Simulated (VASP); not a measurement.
Runs of VASP 6.6.1 on BAs. Symmetry: F-43m, No. 216, cubic system. Conventional cell: a = 4.777 Å, b = 4.777 Å, c = 4.777 Å, α = 90.00°, β = 90.00°, γ = 90.00°. B (site symmetry -43m) has 4 As at 2.07 Å within 2.7 Å. Within 2.7 Å of As (site symmetry -43m) lie 4 B at 2.07 Å. 

```csv
level,potentials or basis,gap on the mesh (eV),pressure (GPa)
revPBE,"VASP PAW PBE potentials, release 64 (B, As)",1.21,(b)
PBE,"VASP PAW PBE potentials, release 64 (B, As)",1.19,(a)
BLYP,"VASP PAW PBE potentials, release 64 (B, As)",1.41,8.7
LDA,"VASP PAW LDA potentials, release 64 (B, As)",(c),-3.1
PBEsol,"VASP PAW PBE potentials, release 64 (B, As)",1.09,0.1
```

Alike in all rows: task single point; no spin polarisation; cell as given; k mesh 8 × 8 × 8; cutoff (eV) 520; smearing gaussian 0.01 eV.

Q: Fill in the values left out.

A: (a) 3.4; (b) 5.4; (c) 1.14.

Caveats: the PAW data sets were made with another functional, which shifts forces and pressure a little (some runs).

A k mesh can miss the band edges, and the runs leave out spin-orbit coupling on As.
